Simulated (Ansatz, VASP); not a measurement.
**BN in VASP and in Ansatz**

```
B N
1.0
     0.00000    1.80284    1.80284
     1.80284    0.00000    1.80284
     1.80284    1.80284    0.00000
B N
1 1
Direct
  0.00000 0.00000 0.00000
  0.25000 0.25000 0.25000
```

Alike in both runs: functional PBEsol; k mesh 12 × 12 × 12; occupations gaussian, width 0.02 eV; no spin polarisation.

Ansatz relaxed the structure, and its values are those at the end. VASP's run is a single point on that final structure, the one shown.

```csv
,VASP,Ansatz
version,VASP 6.6.1,Ansatz 0.2.0
potentials or method,"VASP PAW PBE potentials, release 64 (B, N), cutoff 600 eV","scalar-relativistic, plane waves, PAW"
valence electrons in the cell,8,8
```

VASP gave:

```
gap on the k mesh at the Fermi level (eV) : 4.28
least direct gap on the mesh (eV)         : 8.80
pressure (GPa)                            : 0.3
```

Q: What did Ansatz give for the same quantities?

A: gap on the k mesh at the Fermi level (eV): 4.30; least direct gap on the mesh (eV): 8.81; pressure (GPa): 0.0.

VASP's potentials were made for PBE, not for PBEsol.
